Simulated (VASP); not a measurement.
Cl, 1 atom in the cell. It takes space group Im-3m (No. 229, cubic). The conventional cell has a = 3.471 Å, b = 3.471 Å, c = 3.471 Å, α = 90.00°, β = 90.00°, γ = 90.00°. Cl (site symmetry m-3m) has 14 Cl at 3.01 to 3.47 Å within 4.0 Å. 

- Program: VASP 6.6.1
- Task: single point
- Functional: r2SCAN
- Potentials or basis: VASP PAW PBE potentials, release 64 (Cl)
- Cutoff: 520 eV
- k mesh: 9 × 9 × 9
- Occupations: fermi-dirac, width 0.05 eV
- Spin: no spin polarisation
- Dipole correction: no
- Further INCAR settings: ALGO = Normal; EDIFF = 1e-07; NBANDS = 10

Potentials or basis: VASP PAW PBE potentials, release 64 (Cl).

The run is started by

```sh
$ cat potpaw_PBE.64/Cl/POTCAR > POTCAR
$ cp INCAR.step1 INCAR
$ mpirun -np 1 vasp_std > vasp.out
$ cp INCAR.step2 INCAR
$ mpirun -np 1 vasp_std > vasp.out
```

Hardware: 1 thread of Intel(R) Xeon(R) 6975P-C (Granite Rapids) (shared host).

Q: How long does it take, and how much memory?

A: Run time: 12 s on 1 thread of Intel(R) Xeon(R) 6975P-C (Granite Rapids), with other jobs on the host, peak memory 0.13 GiB. Counts: k points 35.
